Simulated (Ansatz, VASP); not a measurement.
**One calculation of FeO, two programs**

The input POSCAR:

```
FeO
1.0
    2.6124696300      0.0000000000      0.0000000000
    0.0000000000      2.6124696300      0.0000000000
    0.0000000000      0.0000000000      2.6124696300
Fe O
1 1
Direct
    0.0000000000      0.0000000000      0.0000000000
    0.5000000000      0.5000000000      0.5000000000
```

Contents of INCAR.step1:

```
SYSTEM = FeO
PREC = Accurate
ENCUT = 520
EDIFF = 1E-5
ISMEAR = -1
SIGMA = 0.05
LREAL = .False.
LASPH = .True.
NELM = 150
ALGO = Normal
ISIF = 2
LWAVE = .True.
LCHARG = .False.
ISPIN = 2
MAGMOM = 3 0
LORBIT = 11
LMAXMIX = 4
GGA = PE
NBANDS = 18
```

The input INCAR.step2:

```
SYSTEM = FeO
PREC = Accurate
ENCUT = 520
EDIFF = 1E-7
ISMEAR = -1
SIGMA = 0.05
LREAL = .False.
LASPH = .True.
NELM = 150
ALGO = Normal
ISIF = 2
LWAVE = .False.
LCHARG = .False.
ISPIN = 2
MAGMOM = 3 0
LORBIT = 11
LMAXMIX = 4
GGA = PS
LHFCALC = .True.
AEXX = 0.25
HFSCREEN = 0.207
PRECFOCK = Normal
ISTART = 1
NBANDS = 18
```

File KPOINTS:

```
regular mesh
0
Gamma
  5 5 5
  0 0 0
```

The input input:

```
crystal:
  lattice:
    - [2.61246963, 0.0, 0.0]
    - [0.0, 2.61246963, 0.0]
    - [0.0, 0.0, 2.61246963]
  atoms:
    - { symbol: Fe, position: [0.0, 0.0, 0.0], spin: 3.0 }
    - { symbol: O, position: [0.5, 0.5, 0.5] }
hamiltonian:
  xc:
    exchange: hjs_pbesol
    correlation: pbesol
    exx: { coeff: 0.25, omega: 0.207 }
  pseudopotentials: { kind: paw }
magnetization:
  spin_polarized: true
kpoints:
  mp_grid: { grid: [5, 5, 5] }
  band_path:
    path:
      - [[0.0, 0.0, 0.0], [0.0, 0.5, 0.0], [0.5, 0.5, 0.0], [0.0, 0.0, 0.0], [0.5, 0.5, 0.5], [0.0, 0.5, 0.0]]
      - [[0.5, 0.5, 0.0], [0.5, 0.5, 0.5]]
    npoints: 4
scf:
  occupations: { method: fermi_dirac, width: 0.05 }
  n_extra_bands: 6
output:
  forces: true
  stress: true
  eigenvalues: true
  fatbands: false
  write_density: true
  write_potential: true
  elf: true
  volumetric_format: npy
```

Alike in both runs: functional PBEsol-based screened hybrid with a share of 0.25 of exact exchange and HFSCREEN = 0.207; k mesh 5 × 5 × 5; occupations fermi-dirac, width 0.05 eV; collinear spin.

|  | VASP | Ansatz |
| --- | --- | --- |
| version | VASP 6.6.1 | Ansatz 0.2.0 |
| potentials or method | VASP PAW PBE potentials, release 64 (Fe, O) | Ansatz PAW |
| plane-wave cutoff (eV) | 520 | 420 |
| valence electrons in the cell | 14 | 22 |
| task | single point | band structure |

```tsv
	VASP	Ansatz	Ansatz less VASP
gap on the k mesh at the Fermi level (eV)	none	none	-
pressure (GPa)	-5.3	-6.0	-0.72
net moment per atom (μB)	2.00	2.00	0.000
size of the moment on the site where the two differ most (μB)	3.61	3.59	-0.025
```

VASP's potentials were made for PBE, not for PBEsol-based screened hybrid. Site moments also hang on the region over which each program counts them. A gap of «none» marks a metal or a gap that the smearing closes. With one functional, cell and mesh, what is left measures potentials, basis and numerics. VASP's potentials hold 14 valence electrons a cell and Ansatz's 22, so a difference there can come from the potentials and not from the codes.

The k mesh is coarse, so the values compare programs but aren't converged. Noted on Ansatz's run: the magnetic or orbital state may not be the lowest.
